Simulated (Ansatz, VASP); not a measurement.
## Two plane-wave programs on MoS2

Contents of INCAR:

```
SYSTEM = MoS2
ALGO     = Normal         ! electronic algorithm
EDIFF    = 1E-6           ! SCF threshold, eV
ENCUT    = 520            ! plane-wave cutoff, eV
GGA      = PE             ! functional
ISIF     = 2              ! what is computed and relaxed
ISMEAR   = 0              ! smearing method
IVDW     = 12             ! dispersion correction
LASPH    = .TRUE.         ! aspherical terms in the spheres
LCHARG   = .TRUE.         ! write CHGCAR
LELF     = .TRUE.         ! ELF
LREAL    = .FALSE.        ! projectors in reciprocal space
LVHAR    = .TRUE.       
LWAVE    = .FALSE.        ! write WAVECAR
NBANDS   = 35             ! bands
NELM     = 80             ! most SCF steps
PREC     = Accurate       ! precision mode
SIGMA    = 0.05           ! smearing width, eV
```

Contents of KPOINTS:

```
k-points
0
G
  10 10 2
  0 0 0
```

POSCAR

```
MoS2
1.0
   -3.1494847632      0.0000000000      0.0000000000
   -1.5747423816     -2.7275338138      0.0000000000
    0.0000000000      0.0000000000     13.2900638030
Mo S
2 4
Direct
    0.0000000000      0.0000000000      0.5000000000
    0.0000000000      0.0000000000      0.0000000000
    0.3333333333      0.3333333333      0.1178943076
    0.3333333333      0.3333333333      0.6178943076
    0.3333333333      0.3333333333      0.3821056924
    0.3333333333      0.3333333333      0.8821056924
```

Input for Ansatz:

```yaml
crystal:
  lattice:
    - [-3.1494847632, 0.0, 0.0]
    - [-1.5747423816, -2.7275338138, 0.0]
    - [0.0, 0.0, 13.290063803]
  atoms:
    - { symbol: Mo, position: [0.0, 0.0, 0.5] }
    - { symbol: Mo, position: [0.0, 0.0, 0.0] }
    - { symbol: S, position: [0.3333333333, 0.3333333333, 0.1178943076] }
    - { symbol: S, position: [0.3333333333, 0.3333333333, 0.6178943076] }
    - { symbol: S, position: [0.3333333333, 0.3333333333, 0.3821056924] }
    - { symbol: S, position: [0.3333333333, 0.3333333333, 0.8821056924] }
basis:
  ecutwfc: 420
kpoints:
  mp_grid: { grid: [10, 10, 2] }
hamiltonian:
  xc: pbe
  pseudopotentials: { kind: paw, azcp: { folder: soft_1 } }
  dispersion: d3bj
scf:
  occupations: { method: gaussian, width: 0.05 }
output:
  forces: true
  stress: true
  eigenvalues: true
  write_density: true
  write_potential: true
  elf: true
  volumetric_format: npy
```

Alike in both runs: task single point; functional PBE; dispersion D3(BJ); k mesh 10 × 10 × 2; occupations gaussian, width 0.05 eV; no spin polarisation.

|  | VASP | Ansatz |
| --- | --- | --- |
| version | VASP 6.6.1 | Ansatz 0.2.0 |
| potentials or method | VASP PAW PBE potentials, release 64 (Mo_sv, S), cutoff 520 eV | scalar-relativistic, plane waves, PAW |
| valence electrons in the cell | 52 | 52 |

|  | VASP | Ansatz | Ansatz less VASP |
| --- | --- | --- | --- |
| gap on the k mesh at the Fermi level (eV) | 1.28 | 1.27 | -0.012 |
| least direct gap on the mesh (eV) | 1.98 | 1.97 | -0.003 |
| pressure (GPa) | -0.1 | 0.0 | +0.13 |
| rms of the force components (eV/Å) | 0.007 | 0.001 | -0.0063 |

Atom by atom the forces differ by 0.006 eV/Å (rms over components).
